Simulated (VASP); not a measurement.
MgS:

```xyz
2
Lattice="3.1306 0.0000 0.0000 -1.5653 2.7112 0.0000 0.0000 0.0000 4.5648" Properties=species:S:1:pos:R:3 pbc="T T T"
Mg    0.0000    0.0000    0.0000
S     0.0000    0.0000    2.2824
```

* Program: VASP 6.6.1
* Task: relaxation of cell and atoms
* Functional: PBE
* Potentials or basis: VASP PAW PBE potentials, release 64 (Mg, S)
* Cutoff: 600 eV
* k mesh: 6 × 6 × 4
* Occupations: gaussian, width 0.1 eV
* Spin: no spin polarisation

At the start: pressure 10.7 GPa; volume 19.37 Å³/atom.

**Question.** How do energy, volume and symmetry change on relaxing?

**Answer.** Over 23 steps the energy falls by 618.0 meV/atom and the volume is 49.35 Å³/atom (+154.8 %); space group P6/mmm (No. 191, to 0.05 Å).

Step by step:
| step | energy change (eV) | largest force (eV/Å) | pressure (GPa) | volume (Å³) |
| --- | --- | --- | --- | --- |
| 1 | 0.0000 | 0.0000 | 10.71 | 38.75 |
| 2 | -0.1892 | 0.0000 | -0.52 | 46.46 |
| 3 | -0.1928 | 0.0000 | 0.71 | 45.27 |
| 4 | -0.3173 | 0.0000 | 0.85 | 47.50 |
| 5 | -0.4492 | 0.0000 | 1.54 | 49.94 |
| 6 | -0.7691 | 0.0000 | 4.07 | 54.68 |
| 7 | -0.2219 | 0.0000 | 16.55 | 63.39 |
| 8 | -0.8372 | 0.0000 | 6.49 | 57.24 |
| 9 | -0.8330 | 0.0000 | 7.06 | 57.72 |
| 10 | -0.8542 | 0.0000 | 6.92 | 58.79 |
| 11 | -0.9064 | 0.0000 | 6.64 | 62.03 |
| 12 | -0.9607 | 0.0000 | 6.43 | 68.74 |
| 13 | -1.0598 | 0.0000 | 4.47 | 71.78 |
| 14 | -1.1819 | 0.0000 | 0.56 | 80.36 |
| 15 | -1.1850 | 0.0000 | 0.01 | 81.96 |
| 16 | -1.1851 | 0.0000 | -0.07 | 82.24 |
| 17 | -1.1907 | 0.0000 | -0.09 | 83.23 |
| 18 | -1.2055 | 0.0000 | -0.16 | 86.23 |
| 19 | -1.2257 | 0.0000 | -0.26 | 92.40 |
| 20 | -1.2299 | 0.0000 | -0.47 | 105.38 |
| 21 | -1.2340 | 0.0000 | -0.37 | 99.69 |
| 22 | -1.2343 | 0.0000 | 0.37 | 97.81 |
| 23 | -1.2360 | 0.0000 | 0.01 | 98.71 |

Final structure:
```yaml
crystal:
  lattice:
    - [5.06542, 0.00000, 0.00000]
    - [-2.53271, 4.38678, 0.00000]
    - [0.00000, 0.00000, 4.44200]
  atoms:
    - { symbol: Mg, position: [0.00000, 0.00000, 0.00000] }
    - { symbol: S, position: [0.00000, 0.00000, 0.50000] }
```

Caveat: the volume moved by over 15 % at a fixed basis, so the end points are rough.
